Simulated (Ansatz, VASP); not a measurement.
Two plane-wave programs on Al9H

```
Al H
1.0
     5.70864    0.00000    0.00000
    -1.42716    9.70333    0.00000
     0.00000    0.00000   22.79027
Al H
18 2
Direct
  0.26622 0.06490 0.17551
  0.76622 0.06490 0.17551
  0.33548 0.34194 0.21922
  0.83548 0.34194 0.21922
  0.14934 0.59735 0.22796
  0.64934 0.59735 0.22796
  0.46319 0.85275 0.23670
  0.96319 0.85275 0.23670
  0.03199 0.12774 0.28083
  0.53199 0.12774 0.28083
  0.09980 0.40427 0.33011
  0.59980 0.40427 0.33011
  0.41443 0.65971 0.33698
  0.91443 0.65971 0.33698
  0.22632 0.91113 0.34493
  0.72632 0.91113 0.34493
  0.29626 0.18146 0.38570
  0.79626 0.18146 0.38570
  0.60628 0.31074 0.46161
  0.60628 0.53862 0.46161
```

Alike in both runs: task single point; functional PBE; k mesh 5 × 3 × 1; occupations gaussian, width 0.1 eV; no spin polarisation.

```csv
,VASP,Ansatz
version,VASP 6.6.1,Ansatz 0.2.0
potentials or method,"VASP PAW PBE potentials, release 64 (Al, H), cutoff 520 eV","scalar-relativistic, plane waves, PAW"
valence electrons in the cell,56,56
```

```csv
,VASP,Ansatz,Ansatz less VASP
gap on the k mesh at the Fermi level (eV),none,none,-
rms of the force components (eV/Å),0.220,0.220,+0.0001
"work function, face that differs most (eV)",4.20,4.19,-0.002
```

Atom by atom the forces differ by 0.001 eV/Å (rms over components). A gap of «none» marks a metal or a gap that the smearing closes.
